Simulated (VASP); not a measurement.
# ZrS2 (P-3m1) in VASP: single point with PBE0

Aim: the single point of ZrS2 with PBE0.

All numbers are computed with VASP 6.6.1; they aren't measurements. Logs are shortened: lines on timing, memory, paths and dates and some standing lists are left out, and cuts for length are marked.

## 1. The cell of the first run

Symmetry: P-3m1, No. 164, trigonal system. Conventional cell: a = 3.635 Å, b = 3.635 Å, c = 5.720 Å, α = 90.00°, β = 90.00°, γ = 120.00°. Within 3.4 Å of Zr (site symmetry -3m) lie 6 S at 2.56 Å. S (site symmetry 3m) has 3 Zr at 2.56 Å and 12 S at 3.50 to 3.64 Å within 3.7 Å.

## 2. Single point, PBE0

The input, POSCAR:

```
ZrS2
1.0
    3.6351095481      0.0000000000      0.0000000000
   -1.8175547740      3.1480972142      0.0000000000
    0.0000000000      0.0000000000      5.7204026337
Zr S
1 2
Direct
    0.0000000000      0.0000000000      0.0000000000
    0.6666666667      0.3333333333      0.7447288748
    0.3333333333      0.6666666667      0.2552711252
```

The input, INCAR.step1:

```
PREC     = Accurate       # precision mode
ENCUT    = 400            # plane-wave cutoff, eV
EDIFF    = 1E-5           # SCF threshold, eV
ISMEAR   = 0              # smearing method
SIGMA    = 0.01           # smearing width, eV
LREAL    = F              # projectors in reciprocal space
LASPH    = T              # aspherical terms in the spheres
NELM     = 120            # most SCF steps
ALGO     = Normal         # electronic algorithm
ISIF     = 2              # what is computed and relaxed
LWAVE    = T              # write WAVECAR
NBANDS   = 19             # bands
GGA      = PE             # functional
GGA_COMPAT= F
```

The input, INCAR.step2:

```
PREC     = Accurate       # precision mode
ENCUT    = 400            # plane-wave cutoff, eV
EDIFF    = 1E-6           # SCF threshold, eV
ISMEAR   = 0              # smearing method
SIGMA    = 0.01           # smearing width, eV
LREAL    = F              # projectors in reciprocal space
LASPH    = T              # aspherical terms in the spheres
NELM     = 120            # most SCF steps
ALGO     = Normal         # electronic algorithm
ISIF     = 2              # what is computed and relaxed
LWAVE    = F              # write WAVECAR
LCHARG   = T              # write CHGCAR
GGA      = PE             # functional
LHFCALC  = T              # exact exchange
AEXX     = 0.25           # exact-exchange fraction
PRECFOCK = Normal       
LELF     = T              # ELF
LVHAR    = T            
NBANDS   = 19             # bands
ISTART   = 1            
GGA_COMPAT= F
```

The input, KPOINTS:

```
Automatic mesh
0
Gamma
  6 6 4
```

Potentials or basis: VASP PAW PBE potentials, release 64 (Zr_sv, S).

Launch:

```console
$ cat potpaw_PBE.64/Zr_sv/POTCAR potpaw_PBE.64/S/POTCAR > POTCAR
$ cp INCAR.step1 INCAR
$ mpirun -np 1 vasp_std > vasp.out
$ cp INCAR.step2 INCAR
$ mpirun -np 1 vasp_std > vasp.out
```

OUTCAR:

```text
PREC = Accurate
   ENCUT = 400
   EDIFF = 1E-6
   ISMEAR = 0
   LREAL = F
   LASPH = T
   NELM = 120
   ISIF = 2
   GGA = PE
   LHFCALC = T
   AEXX = 0.25
   PRECFOCK = Normal
   ISTART = 1

 ion  position               nearest neighbor table
   1  0.000  0.000  0.000-   2 2.56   3 2.56   3 2.56   2 2.56   2 2.56   3 2.56
   2  0.667  0.333  0.745-   1 2.56   1 2.56   1 2.56
   3  0.333  0.667  0.255-   1 2.56   1 2.56   1 2.56

  LATTYP: Found a hexagonal cell.
 ALAT       =     3.6351095481
 C/A-ratio  =     1.5736534369

  Lattice vectors:

 A1 = (   3.6351095481,   0.0000000000,   0.0000000000)
 A2 = (  -1.8175547740,   3.1480972142,   0.0000000000)
 A3 = (   0.0000000000,   0.0000000000,   5.7204026337)

Analysis of symmetry for initial positions (statically):
=====================================================================
 Subroutine PRICEL returns:
 Original cell was already a primitive cell.

 Routine SETGRP: Setting up the symmetry group for a
 hexagonal supercell.

 Subroutine GETGRP returns: Found 12 space group operations
 (whereof 12 operations were pure point group operations)
 out of a pool of 24 trial point group operations.

The static configuration has the point symmetry D_3d.

Analysis of symmetry for dynamics (positions and initial velocities):
=====================================================================
 Subroutine PRICEL returns:
 Original cell was already a primitive cell.

 Routine SETGRP: Setting up the symmetry group for a
 hexagonal supercell.

 Subroutine GETGRP returns: Found 12 space group operations
 (whereof 12 operations were pure point group operations)
 out of a pool of 24 trial point group operations.

The dynamic configuration has the point symmetry D_3d.

 Subroutine INISYM returns: Found 12 space group operations
 (whereof 12 operations are pure point group operations),
 and found     1 'primitive' translations

----------------------------------------------------------------------------------------

                                     Primitive cell

  volume of cell :      65.4624

  direct lattice vectors                    reciprocal lattice vectors
     3.635109548  0.000000000  0.000000000     0.275094873  0.158826099  0.000000000
    -1.817554774  3.148097214  0.000000000     0.000000000  0.317652198  0.000000000
     0.000000000  0.000000000  5.720402634     0.000000000  0.000000000  0.174812870

  length of vectors
     3.635109548  3.635109548  5.720402634     0.317652198  0.317652198  0.174812870

  position of ions in fractional coordinates (direct lattice)
     0.000000000  0.000000000  0.000000000
     0.666666667  0.333333333  0.744728875
     0.333333333  0.666666667  0.255271125

  ion indices of the primitive-cell ions
   primitive index   ion index
                 1           1
                 2           2
                 3           3

----------------------------------------------------------------------------------------

 KPOINTS: Automatic mesh

Automatic generation of k-mesh.
 Grid dimensions read from file:
 generate k-points for:    6    6    4

 Generating k-lattice:

  Cartesian coordinates                     Fractional coordinates (reciprocal lattice)
     0.045849146  0.026471017  0.000000000     0.166666667  0.000000000  0.000000000
     0.000000000  0.052942033  0.000000000     0.000000000  0.166666667  0.000000000
     0.000000000  0.000000000  0.043703217     0.000000000  0.000000000  0.250000000

  Length of vectors
     0.052942033  0.052942033  0.043703217

  Shift w.r.t. Gamma in fractional coordinates (k-lattice)
     0.000000000  0.000000000  0.000000000

 Subroutine IBZKPT returns following result:
 ===========================================

 Found     24 irreducible k-points:

 Following reciprocal coordinates:
            Coordinates               Weight
  0.000000  0.000000  0.000000      1.000000
  0.166667 -0.000000  0.000000      6.000000
  0.333333 -0.000000  0.000000      6.000000
  0.500000  0.000000  0.000000      3.000000
  0.166667  0.166667  0.000000      6.000000
  0.333333  0.166667  0.000000     12.000000
[... 16 lines left out ...]
  0.333333  0.166667  0.500000     12.000000
  0.333333  0.333333  0.500000      2.000000
   k-points           NKPTS =     24   k-points in BZ     NKDIM =    144   number of bands    NBANDS=     19
   number of dos      NEDOS =    301   number of ions     NIONS =      3
   total plane-waves  NPLWV =  23040
   dimension x,y,z NGX =    24 NGY =   24 NGZ =   40
   dimension x,y,z NGXF=    48 NGYF=   48 NGZF=   80
   ions per type =               1   2
   NGX,Y,Z   is equivalent  to a cutoff of  10.98, 10.98, 11.62 a.u.
   NGXF,Y,Z  is equivalent  to a cutoff of  21.95, 21.95, 23.25 a.u.
 SYSTEM =  unknown system
   PREC   = accura    normal or accurate (medium, high low for compatibility)
   ISTART =      1    job   : 0-new  1-cont  2-samecut
   ICHARG =      0    charge: 1-file 2-atom 10-const
   ISPIN  =      1    spin polarized calculation?
   LNONCOLLINEAR =      F non collinear calculations
   LSORBIT =      F    spin-orbit coupling
   LASPH  =      T    aspherical Exc in radial PAW
   ENCUT  =  400.0 eV  29.40 Ry    5.42 a.u.   5.93  5.93  9.33*2*pi/ulx,y,z
   NELM   =    120;   NELMIN=  2; NELMDL=  0     # of ELM steps
   EDIFF  = 0.1E-05   stopping-criterion for ELM
   LREAL  =      F    real-space projection
   EDIFFG = 0.1E-04   stopping-criterion for IOM
   NSW    =      0    number of steps for IOM
   IBRION =     -1    ionic relax: 0-MD 1-quasi-New 2-CG
   NFREE  =      0    steps in history (QN), initial steepest desc. (CG)
   ISIF   =      2    stress and relaxation
   ISYM   =      3    0-nonsym 1-usesym 2-fastsym
   POTIM  = 0.5000    time-step for ionic-motion
   TEBEG  =    0.0;   TEEND  =   0.0 temperature during run
   PSTRESS=    0.0 pullay stress
   NELECT =      24.0000    total number of electrons
   NUPDOWN=      -1.0000    fix difference up-down
   EMIN   =  10.00;   EMAX   =-10.00  energy-range for DOS
   EFERMI =   0.00;   METHOD = LEGACY
   ISMEAR =     0;   SIGMA  =   0.01  broadening in eV -4-tet -1-fermi 0-gaus
   EFERMI_NEDOS =   21; number of points for ismear=-14 and -15
   IALGO  =     38    algorithm
   IMIX   =      1    mixing-type and parameters
     AMIX     =   0.40;   BMIX     =  1.00
     AMIX_MAG =   1.60;   BMIX_MAG =  1.00
  volume/ion in A,a.u.               =      21.82       147.25
  Fermi-wavevector in a.u.,A,eV,Ry     =   1.171695  2.214182 18.679012  1.372869
  Thomas-Fermi vector in A             =   2.308135
   LORBIT       =      0    0 simple, 1 ext, 2 COOP (PROOUT), +10 PAW based schemes
   GGA     = PE    functional components
   LHFCALC =     T    Hartree Fock is set to
   PRECFOCK=normal    Normal, Fast or Accurate (Low or Medium for compatibility)
   ENCUT4O =  -1.0   cutoff for four orbital integrals eV
   NKREDX  =     1    reduce k-point grid by
   NKREDY  =     1    reduce k-point grid by
   NKREDZ  =     1    reduce k-point grid by
   AEXX    =    0.2500 exact exchange contribution
   HFSCREEN=    0.0000 screening length (either q_TF or 0.3 A-1)
   HFSCREENC=   0.0000 screening length for correlation (either q_TF or 0.3 A-1)
   ENCUTFOCK=  -1.0 apply spherical cutoff to Coloumb kernel
   IVDW    =     0    specifies the selected vdW correction
   LEPSILON=     F    determine dielectric tensor
   LRPA    =     F    only Hartree local field effects (RPA)
 non-spin polarized calculation
 Gauss-broadening in eV      SIGMA  =   0.01
  energy-cutoff  :      400.00
  volume of cell :       65.46
 maximum number of plane-waves:      1209
  NGX = 18; NGY = 18; NGZ = 28

 number of electron      24.0000006 magnetization

 Free energy of the ion-electron system (eV)
  ---------------------------------------------------
  ext. energy  EPLUGINS =         0.00000000
  ---------------------------------------------------
  free energy    TOTEN  =       -27.47487881 eV

  energy without entropy =      -27.47487881  energy(sigma->0) =      -27.47487881

 E-fermi :   4.6517     XC(G=0):  -7.7629

 val. band max:        4.4356491104   @ k =   0.0000   0.0000   0.0000
 cond. band min:       6.5475574781   @ k =   0.5000   0.0000   0.5000
 fundamental gap:      2.1119083677
 Fermi energy:         4.6516825928

 k-point     1 :       0.0000    0.0000    0.0000
  band No.  band energies     occupation
      1     -48.2247      2.00000
      2     -24.9024      2.00000
      3     -24.7075      2.00000
      4     -24.7075      2.00000
      5     -10.0694      2.00000
      6      -8.2450      2.00000
[... 11 lines left out ...]
     18      11.5635      0.00000
     19      11.9900      0.00000

 k-point     2 :       0.1667   -0.0000    0.0000
  band No.  band energies     occupation
      1     -48.2185      2.00000
      2     -24.8843      2.00000
      3     -24.7942      2.00000
      4     -24.7263      2.00000
      5      -9.7487      2.00000
      6      -8.3321      2.00000
[... 11 lines left out ...]
     18      13.0219      0.00000
     19      13.5455      0.00000

 k-point     3 :       0.3333   -0.0000    0.0000
  band No.  band energies     occupation
      1     -48.2062      2.00000
      2     -24.9640      2.00000
      3     -24.8465      2.00000
      4     -24.7633      2.00000
      5      -9.0664      2.00000
      6      -8.4644      2.00000
[... 11 lines left out ...]
     18      13.6897      0.00000
     19      14.3642      0.00000

 k-point     4 :       0.5000    0.0000    0.0000
  band No.  band energies     occupation
      1     -48.2000      2.00000
      2     -25.0464      2.00000
      3     -24.8278      2.00000
      4     -24.7815      2.00000
      5      -8.8246      2.00000
      6      -8.3658      2.00000
[... 407 lines left out ...]
     18      14.4832      0.00000
     19      14.5792      0.00000

 k-point    23 :       0.3333    0.1667    0.5000
  band No.  band energies     occupation
      1     -48.2000      2.00000
      2     -25.0018      2.00000
      3     -24.8321      2.00000
      4     -24.8238      2.00000
      5      -8.8156      2.00000
      6      -8.3621      2.00000
[... 11 lines left out ...]
     18      13.1069      0.00000
     19      14.2462      0.00000

 k-point    24 :       0.3333    0.3333    0.5000
  band No.  band energies     occupation
      1     -48.1969      2.00000
      2     -24.9403      2.00000
      3     -24.9403      2.00000
      4     -24.8200      2.00000
      5      -8.5093      2.00000
      6      -8.5093      2.00000
[... 11 lines left out ...]
     18      14.2586      0.00000
     19      14.8715      0.00000

------------------------ aborting loop because EDIFF is reached ----------------------------------------

  FORCE on cell =-STRESS in cart. coord.  units (eV):
  Direction    XX          YY          ZZ          XY          YZ          ZX
  --------------------------------------------------------------------------------------
  -------------------------------------------------------------------------------------
  Total        0.6567339      0.6567339      0.4681327      0.0000000      0.0000000     -0.0000000
  in kB       16.0734011     16.0734011     11.4574322      0.0000000      0.0000000     -0.0000000
  external PRESSURE =      14.5347448 kB  Pullay stress =       0.0000000 kB

 VOLUME and BASIS-vectors are now :
 -----------------------------------------------------------------------------
  energy-cutoff  :      400.00
  volume of cell :       65.46
      direct lattice vectors                 reciprocal lattice vectors
     3.635109548  0.000000000  0.000000000     0.275094873  0.158826099  0.000000000
    -1.817554774  3.148097214  0.000000000     0.000000000  0.317652198  0.000000000
     0.000000000  0.000000000  5.720402634     0.000000000  0.000000000  0.174812870

 POSITION                                       TOTAL-FORCE (eV/Angst)
 -----------------------------------------------------------------------------------
      0.00000      0.00000      0.00000        -0.000000      0.000000      0.000000
      1.81755      1.04937      4.26015         0.000000     -0.000000      0.256610
     -0.00000      2.09873      1.46025        -0.000000      0.000000     -0.256610
 -----------------------------------------------------------------------------------
    total drift:                               -0.000000     -0.000000     -0.000001

  FREE ENERGIE OF THE ION-ELECTRON SYSTEM (eV)
  ---------------------------------------------------
  free  energy   TOTEN  =       -27.4748788107 eV

  energy  without entropy=      -27.4748788107  energy(sigma->0) =      -27.47487881
```

It took 56 min on 1 thread of Intel Xeon Platinum 8259CL at 2.50GHz (Skylake/Cascade Lake), shared host; peak memory 0.18 GiB.

What came out:

```
Free energy            : -27.4749 eV
Pressure               : 1.5 GPa
Largest force          : 0.257 eV/Å
Band gap on the k mesh : 2.11 eV (least direct gap 2.98 eV)
```

Forces in eV/Å, atoms in the order of the input:
```
Zr   0.000  0.000  0.000
S    0.000  0.000  0.257
S    0.000  0.000 -0.257
```

Levels at points of the mesh, in eV from the valence-band top:
```
           k point  band 8  band 9  band 10  band 11  band 12  band 13  band 14  band 15  band 16  band 17
(0.00, 0.00, 0.00)   -3.37   -3.37    -0.26    -0.26     0.00     2.98     2.98     3.78     6.32     6.32
(0.50, 0.00, 0.00)   -3.18   -3.06    -3.01    -2.48    -1.68     2.30     4.99     5.35     7.49     7.56
(0.00, 0.00, 0.50)   -3.30   -3.30    -2.39    -0.49    -0.49     2.92     2.92     4.20     6.91     6.91
(0.50, 0.00, 0.50)   -4.10   -3.26    -2.84    -1.26    -1.00     2.11     4.96     5.35     6.75     7.06
```

Caveat: the PAW data sets were made with another functional, which shifts forces and pressure a little.
